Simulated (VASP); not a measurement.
Here is a VASP 6.6.1 calculation.

Contents of INCAR:

```
SYSTEM = Si2W
ALGO     = Normal         ! electronic algorithm
EDIFF    = 1E-6           ! SCF threshold, eV
ENCUT    = 520            ! plane-wave cutoff, eV
GGA      = PE             ! functional
ISIF     = 2              ! what is computed and relaxed
ISMEAR   = 0              ! smearing method
LASPH    = .True.         ! aspherical terms in the spheres
LCHARG   = .False.        ! write CHGCAR
LREAL    = .False.        ! projectors in reciprocal space
LWAVE    = .False.        ! write WAVECAR
NBANDS   = 43             ! bands
NELM     = 80             ! most SCF steps
PREC     = Accurate       ! precision mode
SIGMA    = 0.1            ! smearing width, eV
```

KPOINTS

```
k-points
0
Gamma
  12 12 6
  0 0 0
```

Contents of POSCAR:

```
Si2W
1.0
    4.6145370386      0.0000000000      0.0000000000
   -2.3072685193      3.9963063021      0.0000000000
    0.0000000000      0.0000000000      6.6452528243
Si W
6 3
Direct
    0.1636521086      0.3273042171      0.0000000000
    0.6726957829      0.8363478914      0.3333333333
    0.1636521086      0.8363478914      0.6666666667
    0.3273042171      0.1636521086      0.3333333333
    0.8363478914      0.6726957829      0.0000000000
    0.8363478914      0.1636521086      0.6666666667
    0.5000000000      0.0000000000      0.0000000000
    0.0000000000      0.5000000000      0.3333333333
    0.5000000000      0.5000000000      0.6666666667
```

Potentials or basis: VASP PAW PBE potentials, release 64 (Si, W_sv).

Launch:

```console
$ cat potpaw_PBE.64/Si/POTCAR potpaw_PBE.64/W_sv/POTCAR > POTCAR
$ mpirun -np 1 vasp_std > vasp.out
```

Q: What does it give for the band gap on the k mesh?

A: 0.01 eV (least direct gap 0.64 eV).

Q: Predict the pressure.

A: 0.1 GPa.

Q: Predict the largest force.

A: 0.004 eV/Å.

Forces in eV/Å, atoms in the order of the input:
```
Si   0.000 -0.004  0.000
Si   0.003  0.002  0.000
Si  -0.003  0.002  0.000
Si  -0.003 -0.002  0.000
Si   0.000  0.004  0.000
Si   0.003 -0.002  0.000
W    0.000  0.000  0.000
W    0.000  0.000  0.000
W    0.000  0.000  0.000
```

Caveat: spin-orbit coupling is left out, which moves the levels of the heavy elements. A k mesh can miss the band edges.
